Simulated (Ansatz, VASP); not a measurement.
**One calculation of C, two programs**

```
C
1.0
     2.46572    0.00000    0.00000
    -1.23286    2.13538    0.00000
     0.00000    0.00000   17.50000
C
4
Direct
  0.33333 0.66667 0.25714
  0.66667 0.33333 0.25714
  0.33333 0.83333 0.44629
  0.66667 0.50000 0.44629
```

Alike in both runs: task single point; functional PBE; dispersion D3(BJ); k mesh 15 × 15 × 1; occupations gaussian, width 0.1 eV; no spin polarisation.

```csv
,VASP,Ansatz
version,VASP 6.6.1,Ansatz 0.2.0
potentials or method,"VASP PAW PBE potentials, release 64 (C), cutoff 520 eV","scalar-relativistic, plane waves, PAW"
valence electrons in the cell,16,16
```

|  | VASP | Ansatz | Ansatz less VASP |
| --- | --- | --- | --- |
| gap on the k mesh at the Fermi level (eV) | 0.64 | 0.64 | -0.001 |
| least direct gap on the mesh (eV) | 0.64 | 0.64 | -0.001 |
| rms of the force components (eV/Å) | 0.031 | 0.031 | -0.0002 |

Atom by atom the forces differ by 0.000 eV/Å (rms over components).
